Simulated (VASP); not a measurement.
Here is a VASP 6.6.1 calculation.

Contents of INCAR:

```
  PREC = Accurate
  ENCUT = 600
  EDIFF = 1E-7
  ISMEAR = 0
  SIGMA = 0.1
  LREAL = False
  LASPH = True
  NELM = 100
  ALGO = Normal
  ISIF = 3
  LWAVE = False
  LCHARG = False
  GGA = PE
  IBRION = 2
  NSW = 100
  EDIFFG = -0.01
```

The input KPOINTS:

```
Automatic mesh
0
Gamma
  12 12 12
```

POSCAR

```
CuB4
1.0
   -2.2350217834      2.2350217834      2.2350217834
    2.2350217834     -2.2350217834      2.2350217834
    2.2350217834      2.2350217834     -2.2350217834
Cu B
1 4
Direct
    0.0000000000      0.0000000000      0.0000000000
    0.0000000000      0.0000000000      0.5000000000
    0.5000000000      0.0000000000      0.0000000000
    0.5000000000      0.5000000000      0.5000000000
    0.0000000000      0.5000000000      0.0000000000
```

Potentials or basis: VASP PAW PBE potentials, release 64 (Cu, B).

The run is started by

```sh
$ cat potpaw_PBE.64/Cu/POTCAR potpaw_PBE.64/B/POTCAR > POTCAR
$ mpirun -np 1 vasp_std > vasp.out
```

Q: What does it give for the relaxed cell?

A: a = 3.868 Å, b = 3.868 Å, c = 3.868 Å, α = 109.47°, β = 109.47°, γ = 109.47°.

Q: Estimate the relaxed volume.

A: 8.91 Å³/atom.

Q: What does it give for the space group after relaxing (to 0.05 Å)?

A: Im-3m (No. 229).

The path:
| step | energy change (eV) | largest force (eV/Å) | pressure (GPa) | volume (Å³) |
| --- | --- | --- | --- | --- |
| 1 | 0.0000 | 0.0000 | -0.56 | 44.66 |
| 2 | 0.0000 | 0.0000 | 0.44 | 44.46 |
| 3 | -0.0002 | 0.0000 | 0.00 | 44.55 |
